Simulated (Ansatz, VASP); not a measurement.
# One calculation of Os, two programs

```xyz
2
Lattice="2.7701 0.0000 0.0000 -1.3850 2.3990 0.0000 0.0000 0.0000 4.3765" Properties=species:S:1:pos:R:3 pbc="T T T"
Os    1.3850    0.7997    3.2824
Os    0.0000    1.5993    1.0941
```

Alike in both runs: task single point; functional PBEsol-based global hybrid with a share of 0.25 of exact exchange; k mesh 6 × 6 × 3; occupations fermi-dirac, width 0.05 eV; no spin polarisation.

```csv
,VASP,Ansatz
version,VASP 6.6.1,Ansatz 0.2.0
potentials or method,"VASP PAW PBE potentials, release 64 (Os)",Ansatz PAW
plane-wave cutoff (eV),520,420
valence electrons in the cell,16,32
```

Ansatz gave:

| Property | Result |
| --- | --- |
| gap on the k mesh at the Fermi level (eV) | none |
| pressure (GPa) | -27.3 |
| traceless stress, the component that is largest in VASP (GPa) | -5.32 |

Problem. What did VASP give for the same quantities?

Solution. gap on the k mesh at the Fermi level (eV): none; pressure (GPa): -26.3; traceless stress, the component that is largest in VASP (GPa): -4.90.

VASP's potentials were made for PBE, not for PBEsol-based global hybrid. A gap of «none» marks a metal or a gap that the smearing closes. The functional is the same, so the differences come from potentials, cutoffs and numerics. VASP's potentials hold 16 valence electrons a cell and Ansatz's 32, so a difference there can come from the potentials and not from the codes.

The k mesh is coarse, so the values compare programs but aren't converged. Neither program's run includes spin-orbit coupling.
